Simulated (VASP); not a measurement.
Runs of VASP 6.6.1 on Ti. The structure is that of space group Im-3m (No. 229), or close to it. The cells are those of the table. This isn't the form of Ti at room conditions, which is hcp.

```csv
task,cell,k mesh,cutoff (eV),smearing,mended,gap on the mesh (eV),pressure (GPa)
single point,"a = 2.965 Å, angles 109.5°, 1 atom",18 × 18 × 18,520,gaussian 0.1 eV,-,none,-16.1
single point,"a = 2.788 Å, angles 109.5°, 1 atom",20 × 20 × 20,520,fermi-dirac 0.15 eV,-,none,(a)
single point,"a = 2.965 Å, angles 109.5°, 1 atom",27 × 27 × 27,500,gaussian 0.1 eV,yes,none,-15.8
single point,"a = 2.806 Å, angles 109.5°, 1 atom",20 × 20 × 20,520,fermi-dirac 0.15 eV,-,none,-2.4
relaxation of cell and atoms,"relaxed from a = 2.780 Å, angles 109.5°, 1 atom",20 × 20 × 20,600,fermi-dirac 0.15 eV,-,none,0.0
relaxation of cell and atoms,"relaxed to 3 GPa from a = 2.788 Å, angles 109.5°, 1 atom",20 × 20 × 20,600,fermi-dirac 0.15 eV,-,none,3.0
```

Alike in all rows: level PBEsol; potentials or basis VASP PAW PBE potentials, release 64 (Ti_sv); no spin polarisation.

Task: Estimate the missing entries.

Result: (a) -0.3.

Caveats: the PAW data sets were made with another functional, which shifts forces and pressure a little; the cell stands under tension (at least some runs); the cell is relaxed towards a set pressure, so the run minimises the enthalpy, not the energy (at least some runs).

A gap of «none» marks levels without a gap at the run's occupations.
